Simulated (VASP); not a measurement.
Write the native input for VASP 6.6.1 that does the following.

- Task: single point
- Functional: PBE
- Potentials or basis: VASP PAW PBE potentials, release 64 (Ni)
- Cutoff: 520 eV
- k mesh: 24 × 24 × 24
- Occupations: gaussian, width 0.15 eV
- Spin: collinear spin, ferromagnetic start
- Starting moments: [0.75] μB
- Fixed moment: 0.75 μB
- Dipole correction: no
- Further INCAR settings: ALGO = Normal; EDIFF = 1e-07; NBANDS = 15

The structure of Ni lies in POSCAR:

```
Ni
1.0
    0.0000000000      1.7936504678      1.7936504678
    1.7936504678      0.0000000000      1.7936504678
    1.7936504678      1.7936504678      0.0000000000
Ni
1
Direct
    0.0000000000      0.0000000000      0.0000000000
```

The input as run:

INCAR

```
SYSTEM = Ni
PREC = Accurate
ENCUT = 520
EDIFF = 1E-7
ISMEAR = 0
SIGMA = 0.15
LREAL = .FALSE.
LASPH = .TRUE.
NELM = 150
ALGO = Normal
ISIF = 2
LWAVE = .FALSE.
LCHARG = .FALSE.
ISPIN = 2
MAGMOM = 0.75
LORBIT = 11
NUPDOWN = 0.75
LMAXMIX = 4
GGA = PE
NBANDS = 15
```

KPOINTS

```
regular mesh
0
G
  24 24 24
  0 0 0
```

Potentials or basis: VASP PAW PBE potentials, release 64 (Ni).

Run with:

```console
$ cat potpaw_PBE.64/Ni/POTCAR > POTCAR
$ mpirun -np 1 vasp_std > vasp.out
```

It gave:

```
Pressure                                              : -9.2 GPa
Net moment                                            : 0.75 μB per cell
Site moments                                          : Ni +0.76 μB
Valence electrons inside the program's atomic spheres : Ni 9.21
```

Caveat: the total moment is fixed, so each spin has its own Fermi level.

It took 2 min on 1 thread of Intel(R) Xeon(R) Platinum 8259CL CPU @ 2.50GHz (Skylake/Cascade Lake), on a shared host, peak memory 0.22 GiB.
